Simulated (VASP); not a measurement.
A run of VASP 6.6.1 is set up as follows.

The input POSCAR:

```
Co
1.0
    0.0000000000      2.2194650502      2.2194650502
    2.2194650502      0.0000000000      2.2194650502
    2.2194650502      2.2194650502      0.0000000000
Co
2
Direct
    0.0000000000      0.0000000000      0.0000000000
    0.5000000000      0.5000000000      0.5000000000
```

INCAR.step1

```
  ALGO = Normal
  EDIFF = 1E-4
  ENCUT = 520
  GGA = PE
  ISMEAR = -1
  ISPIN = 2
  LASPH = T
  LCHARG = F
  LMAXMIX = 4
  LREAL = F
  LWAVE = T
  MAGMOM = -2.018 -2.018
  NBANDS = 20
  NELM = 150
  PREC = Accurate
  SIGMA = 0.05
```

The input INCAR.step2:

```
  ALGO = Normal
  EDIFF = 1E-6
  ENCUT = 520
  ISIF = 2
  ISMEAR = -1
  ISPIN = 2
  ISTART = 1
  LASPH = T
  LCHARG = T
  LELF = T
  LMAXMIX = 4
  LMIXTAU = T
  LORBIT = 11
  LREAL = F
  LVHAR = T
  LWAVE = F
  MAGMOM = -2.018 -2.018
  METAGGA = R2SCAN
  NBANDS = 20
  NELM = 150
  PREC = Accurate
  SIGMA = 0.05
```

Contents of KPOINTS:

```
k-points
0
Gamma
  14 14 14
```

Potentials or basis: VASP PAW PBE potentials, release 64 (Co).

Launch:

```bash
$ cat potpaw_PBE.64/Co/POTCAR > POTCAR
$ cp INCAR.step1 INCAR
$ mpirun -np 1 vasp_std > vasp.out
$ cp INCAR.step2 INCAR
$ mpirun -np 1 vasp_std > vasp.out
```

(1) Predict the net moment.

(2) Estimate the pressure.

## Answers

(1) -3.85 μB per cell.

(2) 30.0 GPa.

Caveat: the cell stands under pressure; the PAW data sets were made with another functional, which shifts forces and pressure a little.
